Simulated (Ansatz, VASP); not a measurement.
SiNi2 in VASP and in Ansatz

```xyz
6
Lattice="3.9119 0.0000 0.0000 -1.9560 3.3878 0.0000 0.0000 0.0000 4.9915" Properties=species:S:1:pos:R:3 pbc="T T T"
Si    0.0000    2.2586    3.7436
Si    1.9560    1.1293    1.2479
Ni    0.0000    0.0000    0.0000
Ni    0.0000    0.0000    2.4957
Ni    0.0000    2.2586    1.2479
Ni    1.9560    1.1293    3.7436
```

Alike in both runs: task single point; functional PBE; k mesh 12 × 12 × 8; occupations gaussian, width 0.1 eV; no spin polarisation.

|  | VASP | Ansatz |
| --- | --- | --- |
| version | VASP 6.6.1 | Ansatz 0.2.0 |
| potentials or method | VASP PAW PBE potentials, release 64 (Si, Ni), cutoff 520 eV | scalar-relativistic, plane waves, PAW |
| valence electrons in the cell | 48 | 80 |

Ansatz gave:

```
gap on the k mesh at the Fermi level (eV)                     : none
pressure (GPa)                                                : 0.0
traceless stress, the component that is largest in VASP (GPa) : -0.01
```

Task: What did VASP give for the same quantities?

Result: gap on the k mesh at the Fermi level (eV): none; pressure (GPa): 0.1; traceless stress, the component that is largest in VASP (GPa): -0.12.

A gap of «none» marks a metal or a gap that the smearing closes. VASP's potentials hold 48 valence electrons a cell and Ansatz's 80, so a difference there can come from the potentials and not from the codes.
